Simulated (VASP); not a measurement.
## MgS: single point with r2SCAN

The system is MgS.

```
Mg S
1.0
     0.00000    2.60152    2.60152
     2.45583    0.00000    2.60152
     2.45583    2.60152    0.00000
Mg S
1 1
Direct
  0.00000 0.00000 0.00000
  0.50000 0.50000 0.50000
```

This cell differs from its parent crystal: uniaxial x strain -5.6%.

```yaml
Program: VASP 6.6.1
Task: single point
Functional: r2SCAN
Potentials_or_basis: VASP PAW PBE potentials, release 64 (Mg, S)
Cutoff: 520 eV
k_mesh: 8 × 8 × 8
Occupations: gaussian, width 0.01 eV
Spin: no spin polarisation
```

```json
{"Pressure": "5.3 GPa", "Band gap on the k mesh": "3.29 eV (least direct gap 5.02 eV)"}
```

Stress tensor (GPa, compression positive):
```
11.37  0.00  0.00
 0.00  2.31  0.00
 0.00  0.00  2.31
```

Levels at points of the mesh, in eV from the valence-band top:
| k point | band 1 | band 2 | band 3 | band 4 | band 5 | band 6 | band 7 | band 8 |
| --- | --- | --- | --- | --- | --- | --- | --- | --- |
| (0.00, 0.00, 0.00) | -13.63 | -0.27 | 0.00 | 0.00 | 5.02 | 8.21 | 8.21 | 8.85 |
| (0.50, 0.00, 0.00) | -12.14 | -5.29 | -0.88 | -0.70 | 5.16 | 7.15 | 7.92 | 11.83 |
| (0.50, 0.50, 0.00) | -11.79 | -4.70 | -2.11 | -1.59 | 3.62 | 4.74 | 13.45 | 13.45 |
| (0.00, 0.50, 0.50) | -11.55 | -4.61 | -2.14 | -2.14 | 3.29 | 4.52 | 13.70 | 14.04 |

It took 52 s on 1 thread of Intel(R) Xeon(R) Platinum 8559C (Emerald Rapids) (shared host), peak memory 0.18 GiB.

Caveat: the cell differs from its parent crystal (uniaxial x strain -5.6%); the stress differs along the axes, from 2 to 11 GPa; the PAW data sets were made with another functional, which shifts forces and pressure a little. A k mesh can miss the band edges.
